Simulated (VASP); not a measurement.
# Ge (Pmma) in VASP: single point with PBEsol

Aim: the single point of Ge with PBEsol.

Program: VASP 6.6.1. These are calculated values, not measurements. Logs are shortened: lines on timing, memory, paths and dates and some standing lists are left out, and cuts for length are marked.

### 1 The cell of the first run

The structure is orthorhombic, space group Pmma (No. 51). Conventional cell: a = 5.039 Å, b = 2.643 Å, c = 2.765 Å, α = 90.00°, β = 90.00°, γ = 90.00°. Within 3.5 Å of Ge (site symmetry mm2) lie 8 Ge at 2.64 to 2.92 Å.

### 2 Single point, PBEsol

INCAR

```
SYSTEM = Ge
PREC = Accurate
ENCUT = 520
EDIFF = 1E-7
ISMEAR = 0
SIGMA = 0.15
LREAL = .False.
LASPH = .True.
NELM = 80
ALGO = Normal
ISIF = 2
LWAVE = .False.
LCHARG = .False.
GGA = PS
NBANDS = 21
```

KPOINTS

```
regular mesh
0
Gamma
  22 22 12
  0 0 0
```

POSCAR

```
Ge
1.0
    0.0000000000      0.0000000000     -2.6427277821
    2.7652112298      0.0000000000      0.0000000000
    0.0000000000     -5.0390024825      0.0000000000
Ge
2
Direct
    0.0000000000      0.4819181987      0.0000000000
    0.0000000000      0.0180818013      0.5000000000
```

Potentials or basis: VASP PAW PBE potentials, release 64 (Ge_d).

Started as:

```bash
$ cat potpaw_PBE.64/Ge_d/POTCAR > POTCAR
$ mpirun -np 1 vasp_std > vasp.out
```

OUTCAR:

```text
SYSTEM = Ge
   PREC = Accurate
   ENCUT = 520
   EDIFF = 1E-7
   ISMEAR = 0
   LREAL = .False.
   LASPH = .True.
   NELM = 80
   ISIF = 2
   GGA = PS

 ion  position               nearest neighbor table
   1  0.000  0.482  0.000-   2 2.83   2 2.83
   2  0.000  0.018  0.500-   1 2.83   1 2.83

  LATTYP: Found a simple orthorhombic cell.
 ALAT       =     2.6427277821
 B/A-ratio  =     1.0463473569
 C/A-ratio  =     1.9067429179

  Lattice vectors:

 A1 = (   0.0000000000,   0.0000000000,  -2.6427277821)
 A2 = (   2.7652112298,   0.0000000000,   0.0000000000)
 A3 = (   0.0000000000,  -5.0390024825,   0.0000000000)

Analysis of symmetry for initial positions (statically):
=====================================================================
 Subroutine PRICEL returns:
 Original cell was already a primitive cell.

 Routine SETGRP: Setting up the symmetry group for a
 simple orthorhombic supercell.

 Subroutine GETGRP returns: Found  8 space group operations
 (whereof  4 operations were pure point group operations)
 out of a pool of  8 trial point group operations.

The static configuration has the point symmetry C_2v.
 The point group associated with its full space group is D_2h.

Analysis of symmetry for dynamics (positions and initial velocities):
=====================================================================
 Subroutine PRICEL returns:
 Original cell was already a primitive cell.

 Routine SETGRP: Setting up the symmetry group for a
 simple orthorhombic supercell.

 Subroutine GETGRP returns: Found  8 space group operations
 (whereof  4 operations were pure point group operations)
 out of a pool of  8 trial point group operations.

The dynamic configuration has the point symmetry C_2v.
 The point group associated with its full space group is D_2h.

 Subroutine INISYM returns: Found  8 space group operations
 (whereof  4 operations are pure point group operations),
 and found     1 'primitive' translations

----------------------------------------------------------------------------------------

                                     Primitive cell

  volume of cell :      36.8235

  direct lattice vectors                    reciprocal lattice vectors
     0.000000000  0.000000000 -2.642727782     0.000000000  0.000000000 -0.378396900
     2.765211230  0.000000000  0.000000000     0.361636026  0.000000000  0.000000000
     0.000000000 -5.039002482  0.000000000     0.000000000 -0.198451976  0.000000000

  length of vectors
     2.642727782  2.765211230  5.039002482     0.378396900  0.361636026  0.198451976

  position of ions in fractional coordinates (direct lattice)
     0.000000000  0.481918199  0.000000000
     0.000000000  0.018081801  0.500000000

  ion indices of the primitive-cell ions
   primitive index   ion index
                 1           1
                 2           2

----------------------------------------------------------------------------------------

 KPOINTS: regular mesh

Automatic generation of k-mesh.
 Grid dimensions read from file:
 generate k-points for:   22   22   12

 Generating k-lattice:

  Cartesian coordinates                     Fractional coordinates (reciprocal lattice)
     0.000000000  0.000000000 -0.017199859     0.045454545  0.000000000  0.000000000
     0.016438001  0.000000000  0.000000000     0.000000000  0.045454545  0.000000000
     0.000000000 -0.016537665  0.000000000     0.000000000  0.000000000  0.083333333

  Length of vectors
     0.017199859  0.016438001  0.016537665

  Shift w.r.t. Gamma in fractional coordinates (k-lattice)
     0.000000000  0.000000000  0.000000000

 Subroutine IBZKPT returns following result:
 ===========================================

 Found   1008 irreducible k-points:

 Following reciprocal coordinates:
            Coordinates               Weight
  0.000000  0.000000  0.000000      1.000000
  0.045455  0.000000  0.000000      2.000000
  0.090909  0.000000  0.000000      2.000000
  0.136364  0.000000  0.000000      2.000000
  0.181818  0.000000  0.000000      2.000000
  0.227273  0.000000  0.000000      2.000000
[... 16 lines left out ...]
  0.454545  0.045455  0.000000      4.000000
  0.500000  0.045455  0.000000      2.000000
 [... further k-points ...]
   k-points           NKPTS =   1008   k-points in BZ     NKDIM =   1008   number of bands    NBANDS=     21
   number of dos      NEDOS =    301   number of ions     NIONS =      2
   total plane-waves  NPLWV =  19200
   dimension x,y,z NGX =    20 NGY =   24 NGZ =   40
   dimension x,y,z NGXF=    40 NGYF=   48 NGZF=   80
   ions per type =               2
   NGX,Y,Z   is equivalent  to a cutoff of  12.58, 14.43, 13.20 a.u.
   NGXF,Y,Z  is equivalent  to a cutoff of  25.16, 28.86, 26.39 a.u.
 SYSTEM =  Ge
   PREC   = accura    normal or accurate (medium, high low for compatibility)
   ISTART =      0    job   : 0-new  1-cont  2-samecut
   ICHARG =      2    charge: 1-file 2-atom 10-const
   ISPIN  =      1    spin polarized calculation?
   LNONCOLLINEAR =      F non collinear calculations
   LSORBIT =      F    spin-orbit coupling
   LASPH  =      T    aspherical Exc in radial PAW
   ENCUT  =  520.0 eV  38.22 Ry    6.18 a.u.   4.91  5.14  9.37*2*pi/ulx,y,z
   NELM   =     80;   NELMIN=  2; NELMDL= -5     # of ELM steps
   EDIFF  = 0.1E-06   stopping-criterion for ELM
   LREAL  =      F    real-space projection
   EDIFFG = 0.1E-05   stopping-criterion for IOM
   NSW    =      0    number of steps for IOM
   IBRION =     -1    ionic relax: 0-MD 1-quasi-New 2-CG
   NFREE  =      0    steps in history (QN), initial steepest desc. (CG)
   ISIF   =      2    stress and relaxation
   ISYM   =      2    0-nonsym 1-usesym 2-fastsym
   POTIM  = 0.5000    time-step for ionic-motion
   TEBEG  =    0.0;   TEEND  =   0.0 temperature during run
   PSTRESS=    0.0 pullay stress
   NELECT =      28.0000    total number of electrons
   NUPDOWN=      -1.0000    fix difference up-down
   EMIN   =  10.00;   EMAX   =-10.00  energy-range for DOS
   EFERMI =   0.00;   METHOD = LEGACY
   ISMEAR =     0;   SIGMA  =   0.15  broadening in eV -4-tet -1-fermi 0-gaus
   EFERMI_NEDOS =   21; number of points for ismear=-14 and -15
   IALGO  =     38    algorithm
   IMIX   =      4    mixing-type and parameters
     AMIX     =   0.40;   BMIX     =  1.00
     AMIX_MAG =   1.60;   BMIX_MAG =  1.00
  volume/ion in A,a.u.               =      18.41       124.25
  Fermi-wavevector in a.u.,A,eV,Ry     =   1.494236  2.823696 30.378271  2.232740
  Thomas-Fermi vector in A             =   2.606534
   LORBIT       =      0    0 simple, 1 ext, 2 COOP (PROOUT), +10 PAW based schemes
   GGA     = PS    functional components
   LHFCALC =     F    Hartree Fock is set to
   AEXX    =    0.0000 exact exchange contribution
   IVDW    =     0    specifies the selected vdW correction
   LEPSILON=     F    determine dielectric tensor
   LRPA    =     F    only Hartree local field effects (RPA)
 non-spin polarized calculation
 Gauss-broadening in eV      SIGMA  =   0.15
  energy-cutoff  :      520.00
  volume of cell :       36.82
 maximum number of plane-waves:      1016
 NGX is ok and might be reduce to    20
   NGX =  9   NGY = 11   NGZ = 19

 number of electron      27.9999984 magnetization

 Free energy of the ion-electron system (eV)
  ---------------------------------------------------
  ext. energy  EPLUGINS =         0.00000000
  ---------------------------------------------------
  free energy    TOTEN  =        -9.50602007 eV

  energy without entropy =       -9.49727236  energy(sigma->0) =       -9.50164621

 E-fermi :   6.7819     XC(G=0): -11.5035

 val. band max:        6.7807701156   @ k =   0.1364   0.3636   0.0000
 cond. band min:       6.7852901597   @ k =   0.0909   0.4091   0.2500
 fundamental gap:      0.0045200441
 Fermi energy:         6.7819131781

 k-point     1 :       0.0000    0.0000    0.0000
  band No.  band energies     occupation
      1     -17.9631      2.00000
      2     -17.9507      2.00000
      3     -17.8759      2.00000
      4     -17.8396      2.00000
      5     -17.8302      2.00000
      6     -17.7522      2.00000
[... 13 lines left out ...]
     20      17.3989      0.00000
     21      20.0730      0.00000

 k-point     2 :       0.0455    0.0000    0.0000
  band No.  band energies     occupation
      1     -17.9583      2.00000
      2     -17.9482      2.00000
      3     -17.8757      2.00000
      4     -17.8365      2.00000
      5     -17.8300      2.00000
      6     -17.7546      2.00000
[... 13 lines left out ...]
     20      17.9682      0.00000
     21      20.1397      0.00000

 k-point     3 :       0.0909    0.0000    0.0000
  band No.  band energies     occupation
      1     -17.9445      2.00000
      2     -17.9414      2.00000
      3     -17.8748      2.00000
      4     -17.8294      2.00000
      5     -17.8270      2.00000
      6     -17.7615      2.00000
[... 13 lines left out ...]
     20      19.2539      0.00000
     21      19.9625      0.00000

 k-point     4 :       0.1364    0.0000    0.0000
  band No.  band energies     occupation
      1     -17.9323      2.00000
      2     -17.9227      2.00000
      3     -17.8734      2.00000
      4     -17.8283      2.00000
      5     -17.8103      2.00000
      6     -17.7723      2.00000
[... 13 lines left out ...]
     20      18.3009      0.00000
     21      20.0204      0.00000

 k-point     5 :       0.1818    0.0000    0.0000
  band No.  band energies     occupation
      1     -17.9231      2.00000
      2     -17.8954      2.00000
      3     -17.8711      2.00000
      4     -17.8270      2.00000
      5     -17.7863      2.00000
      6     -17.7861      2.00000
[... 13 lines left out ...]
     20      17.1099      0.00000
     21      20.4051      0.00000

 k-point     6 :       0.2273    0.0000    0.0000
  band No.  band energies     occupation
      1     -17.9151      2.00000
      2     -17.8738      2.00000
      3     -17.8590      2.00000
      4     -17.8254      2.00000
      5     -17.8017      2.00000
      6     -17.7565      2.00000
[... 13 lines left out ...]
     20      17.4538      0.00000
     21      20.7722      0.00000

 k-point     7 :       0.2727    0.0000    0.0000
  band No.  band energies     occupation
      1     -17.9086      2.00000
      2     -17.8699      2.00000
      3     -17.8279      2.00000
      4     -17.8239      2.00000
      5     -17.8180      2.00000
      6     -17.7465      2.00000
[... 13 lines left out ...]
     20      17.8737      0.00000
     21      21.1843      0.00000
[... 291 lines left out ...]
      1     -17.8998      2.00000
      2     -17.8649      2.00000
      3     -17.8330      2.00000
      4     -17.8230      2.00000
      5     -17.7951      2.00000
      6     -17.7593      2.00000
[... 13 lines left out ...]
     20      18.7585      0.00000
     21      21.6647      0.00000

 k-point    21 :       0.3636    0.0455    0.0000
  band No.  band energies     occupation
      1     -17.8959      2.00000
      2     -17.8633      2.00000
      3     -17.8465      2.00000
      4     -17.8217      2.00000
      5     -17.7694      2.00000
      6     -17.7676      2.00000
[... 13 lines left out ...]
     20      19.2719      0.00000
     21      22.0538      0.00000

 k-point    22 :       0.4091    0.0455    0.0000
  band No.  band energies     occupation
      1     -17.8932      2.00000
      2     -17.8621      2.00000
      3     -17.8570      2.00000
      4     -17.8206      2.00000
      5     -17.7773      2.00000
      6     -17.7751      2.00000
[... 13 lines left out ...]
     20      19.7521      0.00000
     21      21.3521      0.00000

 k-point    23 :       0.4545    0.0455    0.0000
  band No.  band energies     occupation
      1     -17.8915      2.00000
      2     -17.8636      2.00000
      3     -17.8613      2.00000
      4     -17.8200      2.00000
      5     -17.7823      2.00000
      6     -17.7799      2.00000
[... 13 lines left out ...]
     20      19.9898      0.00000
     21      21.0535      0.00000

 k-point    24 :       0.5000    0.0455    0.0000
  band No.  band energies     occupation
      1     -17.8910      2.00000
      2     -17.8659      2.00000
      3     -17.8610      2.00000
      4     -17.8197      2.00000
      5     -17.7840      2.00000
      6     -17.7816      2.00000
[... 13 lines left out ...]
     20      19.9763      0.00000
     21      21.0965      0.00000

 [... further k-points ...]

------------------------ aborting loop because EDIFF is reached ----------------------------------------

  FORCE on cell =-STRESS in cart. coord.  units (eV):
  Direction    XX          YY          ZZ          XY          YZ          ZX
  --------------------------------------------------------------------------------------
  -------------------------------------------------------------------------------------
  Total        0.2768112     -0.1660417     -0.1221986      0.0000000      0.0000000      0.0000000
  in kB       12.0439508     -7.2244125     -5.3168164      0.0000000      0.0000000      0.0000000
  external PRESSURE =      -0.1657594 kB  Pullay stress =       0.0000000 kB

 VOLUME and BASIS-vectors are now :
 -----------------------------------------------------------------------------
  energy-cutoff  :      520.00
  volume of cell :       36.82
      direct lattice vectors                 reciprocal lattice vectors
     0.000000000  0.000000000 -2.642727782     0.000000000  0.000000000 -0.378396900
     2.765211230  0.000000000  0.000000000     0.361636026  0.000000000  0.000000000
     0.000000000 -5.039002482  0.000000000     0.000000000 -0.198451976  0.000000000

 POSITION                                       TOTAL-FORCE (eV/Angst)
 -----------------------------------------------------------------------------------
      1.33261      0.00000      0.00000        -0.004057      0.000000      0.000000
      0.05000     -2.51950      0.00000         0.004057      0.000000      0.000000
 -----------------------------------------------------------------------------------
    total drift:                                0.000000      0.000000     -0.000000

  FREE ENERGIE OF THE ION-ELECTRON SYSTEM (eV)
  ---------------------------------------------------
  free  energy   TOTEN  =        -9.5060200656 eV

  energy  without entropy=       -9.4972723581  energy(sigma->0) =       -9.50164621
```

It took 9.3 min on 1 thread of Intel Xeon 8259CL, shared host; peak memory 0.65 GiB.

What came out:

```
Free energy            : -9.5060 eV
Pressure               : 0.0 GPa
Largest force          : 0.004 eV/Å
Band gap on the k mesh : zero (bands 14 and 15 overlap by 7.60 eV)
```

Forces on the atoms (eV/Å):
```
Ge  -0.004  0.000  0.000
Ge   0.004  0.000  0.000
```

Levels at points of the mesh, in eV from the Fermi level:
```csv
k point,band 10,band 11,band 12,band 13,band 14,band 15,band 16,band 17,band 18,band 19
"(0.00, 0.00, 0.00)",-24.47,-13.42,-8.69,-5.91,5.08,6.96,7.86,8.49,9.47,10.43
"(0.50, 0.00, 0.00)",-24.40,-9.34,-6.14,-4.26,-2.59,-2.32,3.14,8.21,10.96,11.86
"(0.00, 0.50, 0.00)",-24.50,-8.89,-8.50,-3.30,-3.05,-1.20,-0.53,10.77,11.17,14.89
"(0.50, 0.50, 0.00)",-24.39,-4.71,-4.36,-2.22,-1.85,0.59,0.67,2.10,2.86,5.01
"(0.00, 0.00, 0.50)",-24.47,-11.98,-11.98,0.22,0.22,6.48,6.48,8.32,8.32,10.17
"(0.50, 0.00, 0.50)",-24.46,-7.91,-7.91,-4.77,-4.77,3.92,3.92,8.30,8.30,9.63
"(0.00, 0.50, 0.50)",-24.49,-8.06,-8.06,-5.72,-5.72,3.72,3.72,7.77,7.77,11.12
"(0.50, 0.50, 0.50)",-24.39,-3.55,-3.55,-2.43,-2.43,-1.84,-1.84,3.43,3.43,6.85
```

Caveat: the PAW data sets were made with another functional, which shifts forces and pressure a little.
